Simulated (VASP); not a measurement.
Here is a VASP 6.6.1 calculation.

The input INCAR:

```
SYSTEM = ScAl3
PREC = Accurate ; ENCUT = 520
EDIFF = 1E-6 ; ISMEAR = -1
SIGMA = 0.05 ; LREAL = .FALSE.
LASPH = .TRUE. ; NELM = 60
ALGO = Fast ; ISIF = 2
LWAVE = .FALSE. ; LCHARG = .FALSE.
GGA = PS ; IBRION = 2
NSW = 60 ; EDIFFG = -0.01
```

The input KPOINTS:

```
Automatic mesh
0
G
  6 6 6
  0 0 0
```

File POSCAR:

```
ScAl3
1.0
    4.0878065700      0.0000000000      0.0000000000
    0.0000000000      4.0878065700      0.0000000000
    0.0000000000      0.0000000000      4.0878065700
Sc Al
1 3
Direct
    0.0000000000      0.0000000000      0.0000000000
    0.5000000000      0.5000000000      0.0000000000
    0.0000000000      0.5000000000      0.5000000000
    0.5000000000      0.0000000000      0.5000000000
```

Potentials or basis: VASP PAW PBE potentials, release 64 (Sc_sv, Al).

The run is started by

```bash
$ cat potpaw_PBE.64/Sc_sv/POTCAR potpaw_PBE.64/Al/POTCAR > POTCAR
$ mpirun -np 1 vasp_std > vasp.out
```

(1) Predict the band gap on the k mesh.

Answers

(1) zero (band 10 reaches 8.08 eV, above the bottom of band 11 at 4.25 eV).

Caveat: the relaxation stopped at its first step, so nothing moved.
